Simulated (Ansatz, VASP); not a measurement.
# AlN in VASP and in Ansatz

File INCAR:

```
SYSTEM = AlN
ALGO = Normal ; EDIFF = 1E-7
ENCUT = 520 ; GGA = PE
ISIF = 2 ; ISMEAR = 0
LASPH = .TRUE. ; LCHARG = .FALSE.
LREAL = .FALSE. ; LWAVE = .FALSE.
NBANDS = 36 ; NELM = 80
PREC = Accurate ; SIGMA = 0.05
```

Contents of KPOINTS:

```
k-points
0
G
  8 8 2
  0 0 0
```

File POSCAR:

```
AlN
1.0
    2.1839935596     -2.1839935596      0.0000000000
    2.1839935596      0.0000000000     -2.1839935596
   12.0119645778      7.0979790687      7.0979790687
Al N
6 6
Direct
    0.6198166667      0.6198166667      0.0624666667
   -0.6718500000     -0.6718500000      0.8958000000
    0.1614833333      0.1614833333      0.2291333333
    0.2448166667      0.2448166667      0.5624666667
   -0.2968500000     -0.2968500000      0.3958000000
   -0.2135166667     -0.2135166667      0.7291333333
    0.3385666667      0.3385666667      0.4374666667
    0.7969000000      0.7969000000      0.2708000000
   -0.1197666667     -0.1197666667      0.6041333333
   -0.0364333333     -0.0364333333      0.9374666667
   -0.5781000000     -0.5781000000      0.7708000000
    0.2552333333      0.2552333333      0.1041333333
```

Input for Ansatz:

```yaml
crystal:
  lattice:
    - [2.1839935596, -2.1839935596, 0.0]
    - [2.1839935596, 0.0, -2.1839935596]
    - [12.0119645778, 7.0979790687, 7.0979790687]
  atoms:
    - { symbol: Al, position: [0.6198166667, 0.6198166667, 0.0624666667] }
    - { symbol: Al, position: [-0.67185, -0.67185, 0.8958] }
    - { symbol: Al, position: [0.1614833333, 0.1614833333, 0.2291333333] }
    - { symbol: Al, position: [0.2448166667, 0.2448166667, 0.5624666667] }
    - { symbol: Al, position: [-0.29685, -0.29685, 0.3958] }
    - { symbol: Al, position: [-0.2135166667, -0.2135166667, 0.7291333333] }
    - { symbol: "N", position: [0.3385666667, 0.3385666667, 0.4374666667] }
    - { symbol: "N", position: [0.7969, 0.7969, 0.2708] }
    - { symbol: "N", position: [-0.1197666667, -0.1197666667, 0.6041333333] }
    - { symbol: "N", position: [-0.0364333333, -0.0364333333, 0.9374666667] }
    - { symbol: "N", position: [-0.5781, -0.5781, 0.7708] }
    - { symbol: "N", position: [0.2552333333, 0.2552333333, 0.1041333333] }
basis:
  ecutwfc: 420
kpoints:
  mp_grid: { grid: [8, 8, 2] }
hamiltonian:
  xc: pbe
scf:
  occupations: { method: gaussian, width: 0.05 }
output:
  forces: true
  stress: true
  eigenvalues: true
```

Alike in both runs: task single point; functional PBE; k mesh 8 × 8 × 2; occupations gaussian, width 0.05 eV; no spin polarisation.

|  | VASP | Ansatz |
| --- | --- | --- |
| version | VASP 6.6.1 | Ansatz 0.2.0 |
| potentials or method | VASP PAW PBE potentials, release 64 (Al, N), cutoff 520 eV | scalar-relativistic, plane waves, PAW |
| valence electrons in the cell | 48 | 48 |

VASP gave:

| Property | Result |
| --- | --- |
| gap on the k mesh at the Fermi level (eV) | 3.26 |
| least direct gap on the mesh (eV) | 3.70 |
| pressure (GPa) | 2.5 |
| traceless stress, the component that is largest in VASP (GPa) | 1.56 |
| rms of the force components (eV/Å) | 0.255 |

Estimate Ansatz's values.

gap on the k mesh at the Fermi level (eV): 3.27; least direct gap on the mesh (eV): 3.70; pressure (GPa): 2.8; traceless stress, the component that is largest in VASP (GPa): 1.55; rms of the force components (eV/Å): 0.258.

Atom by atom the forces differ by 0.004 eV/Å (rms over components). The functional is the same, so the differences come from potentials, cutoffs and numerics.
